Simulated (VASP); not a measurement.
BaTiO3: density of states with PBEsol

BaTiO3:

```
CELL_PARAMETERS angstrom
3.99980 0.00000 0.00000
0.00000 3.99980 0.00000
0.00000 0.00000 4.01800
ATOMIC_POSITIONS crystal
Ba 0.00000 0.00000 0.00000
Ti 0.50000 0.50000 0.49000
O 0.50000 0.50000 0.01900
O 0.50000 0.00000 0.51700
O 0.00000 0.50000 0.51700
```

* Program: VASP 6.6.1
* Task: density of states
* Functional: PBEsol
* Potentials or basis: VASP PAW PBE potentials, release 64 (Ba_sv, Ti_sv, O)
* Cutoff: 520 eV
* k mesh: 6 × 6 × 6
* Occupations: gaussian, width 0.01 eV
* Spin: no spin polarisation
* Dipole correction: no
* k mesh for the DOS: 9 × 9 × 9
* Occupations for the DOS: tetrahedron
* Further INCAR settings: ALGO = Normal; EDIFF = 1e-07; NBANDS = 28

The valence electrons inside the program's atomic spheres are Ba 7.97; Ti 10.22; O 5.01, 5.00.

Levels at points of the mesh, in eV from the valence-band top:
| k point | band 18 | band 19 | band 20 | band 21 | band 22 | band 23 |
| --- | --- | --- | --- | --- | --- | --- |
| (0.00, 0.00, 0.00) | -0.24 | -0.23 | -0.23 | 1.79 | 2.01 | 2.01 |

Wall time 3.4 min on 1 thread of Intel(R) Xeon(R) Platinum 8259CL CPU @ 2.50GHz (Skylake/Cascade Lake), on a shared host, peak memory 0.25 GiB.

Caveat: spin-orbit coupling is left out, which moves the levels of the heavy elements.
